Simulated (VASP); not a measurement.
Li4BeP2:

```
Li Be P
1.0
     4.31724    0.00000    0.00000
    -2.15862    3.73884    0.00000
     0.00000    0.00000    6.15439
Li Be P
4 1 2
Direct
  0.50000 0.00000 0.50000
  0.00000 0.50000 0.50000
  0.50000 0.50000 0.50000
  0.00000 0.00000 0.00000
  0.00000 0.00000 0.50000
  0.33333 0.66667 0.00000
  0.66667 0.33333 0.00000
```

The cell was built from a structure type or drawn by symmetry, and may not be a known phase.

```yaml
Program: VASP 6.6.1
Task: relaxation of cell and atoms
Functional: PBE
Potentials_or_basis: VASP PAW PBE potentials, release 64 (Li_sv, Be, P)
Cutoff: 600 eV
k_mesh: 6 × 6 × 4
Occupations: gaussian, width 0.1 eV
Spin: no spin polarisation
```

At the start: pressure 10.8 GPa; volume 14.19 Å³/atom.

**Question.** How do energy, volume and symmetry change on relaxing?

**Answer.** Over 11 steps the energy falls by 647.2 meV/atom and the volume is 13.96 Å³/atom (-1.6 %); space group P6/mmm (No. 191, to 0.1 Å) before and after.

Step by step:
```tsv
step	energy change (eV)	largest force (eV/Å)	pressure (GPa)	volume (Å³)
1	0.0000	0.0000	10.81	99.34
2	-2.1408	0.0000	-0.31	112.92
3	-2.8001	0.0000	-4.75	122.60
4	-3.0002	0.0000	-8.41	140.52
5	-3.0365	0.0000	-6.86	130.57
6	-4.0518	0.0000	-5.73	117.80
7	-4.3093	0.0000	-4.25	111.42
8	-4.3283	0.0000	-3.41	108.93
9	-4.3288	0.0000	-3.60	109.44
10	-4.4984	0.0000	-1.68	101.89
11	-4.5306	0.0000	-0.28	97.71
```

Final structure:
```yaml
crystal:
  lattice:
    - [5.09553, 0.00000, 0.00000]
    - [-2.54777, 4.41286, 0.00000]
    - [0.00000, 0.00000, 4.34529]
  atoms:
    - { symbol: Li, position: [0.50000, 0.00000, 0.50000] }
    - { symbol: Li, position: [0.00000, 0.50000, 0.50000] }
    - { symbol: Li, position: [0.50000, 0.50000, 0.50000] }
    - { symbol: Li, position: [0.00000, 0.00000, 0.00000] }
    - { symbol: Be, position: [0.00000, 0.00000, 0.50000] }
    - { symbol: P, position: [0.33333, 0.66667, 0.00000] }
    - { symbol: P, position: [0.66667, 0.33333, 0.00000] }
```

Caveat: the cutoff is under 1.25 times the usual one of these potentials, so pressure, stress and relaxed cells hold a basis-set (Pulay) error; a cell axis changed by over 15 % at a fixed basis, so the end point is rough.
